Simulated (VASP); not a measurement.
Input of a VASP 6.6.1 run:

The input INCAR:

```
PREC = Accurate
ENCUT = 600
EDIFF = 1E-7
ISMEAR = -1
SIGMA = 0.05
LREAL = F
LASPH = T
NELM = 60
ALGO = Fast
ISIF = 3
LWAVE = F
LCHARG = F
GGA = PS
IVDW = 13
IBRION = 2
NSW = 60
EDIFFG = -0.01
```

KPOINTS

```
Automatic mesh
0
Gamma
  12 12 12
```

POSCAR

```
Rh
1.0
    0.0000000000      1.8978500000      1.8978500000
    1.8978500000      0.0000000000      1.8978500000
    1.8978500000      1.8978500000      0.0000000000
Rh
1
Direct
    0.0000000000      0.0000000000      0.0000000000
```

Potentials or basis: VASP PAW PBE potentials, release 64 (Rh_pv).

Launch:

```bash
$ cat potpaw_PBE.64/Rh_pv/POTCAR > POTCAR
$ mpirun -np 1 vasp_std > vasp.out
```

(1) Predict the relaxed volume.

(2) Estimate the relaxed cell.

(3) Estimate the space group after relaxing (to 0.05 Å).

(4) What does it give for the dispersion energy per atom?

Results:

(1) 13.26 Å³/atom.

(2) a = 2.657 Å, b = 2.657 Å, c = 2.657 Å, α = 60.00°, β = 60.00°, γ = 60.00°.

(3) Fm-3m (No. 225).

(4) -0.508 eV.

Caveat: the PAW data sets were made with another functional, which shifts forces and pressure a little; pairwise dispersion overbinds metals, which lowers pressure and volume.
